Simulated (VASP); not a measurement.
TiB2, 3 atoms in the cell. The structure is hexagonal, space group P6/mmm (No. 191). The conventional cell has a = 3.029 Å, b = 3.029 Å, c = 3.228 Å, α = 90.00°, β = 90.00°, γ = 120.00°. Ti (site symmetry 6/mmm) has 12 B at 2.38 Å and 6 Ti at 3.03 Å within 3.1 Å. B (site symmetry -6m2) has 3 B at 1.75 Å within 2.3 Å. 

| Quantity | Value |
| --- | --- |
| Program | VASP 6.6.1 |
| Task | density of states |
| Functional | PBEsol |
| Potentials or basis | VASP PAW PBE potentials, release 64 (Ti_sv, B) |
| Cutoff | 520 eV |
| k mesh | 8 × 8 × 8 |
| Occupations | fermi-dirac, width 0.05 eV |
| Spin | no spin polarisation |
| Dipole correction | no |
| k mesh for the DOS | 12 × 12 × 12 |
| Occupations for the DOS | tetrahedron |
| Further INCAR settings | ALGO = Normal; EDIFF = 1e-07 |

Potentials or basis: VASP PAW PBE potentials, release 64 (Ti_sv, B).

The run is started by

```bash
$ cat potpaw_PBE.64/Ti_sv/POTCAR potpaw_PBE.64/B/POTCAR > POTCAR
$ cp INCAR.step1 INCAR
$ cp KPOINTS.step1 KPOINTS
$ mpirun -np 1 vasp_std > vasp.out
$ cp INCAR.step2 INCAR
$ cp KPOINTS.step2 KPOINTS
$ mpirun -np 1 vasp_std > vasp.out
```

Hardware: 1 thread of Intel(R) Xeon(R) Platinum 8488C (Sapphire Rapids), on a shared host.

Estimate the wall time of this run.

Run time: 21 s on 1 thread of Intel(R) Xeon(R) Platinum 8488C (Sapphire Rapids), with other jobs on the host, peak memory 0.16 GiB. Counts: k points 133.
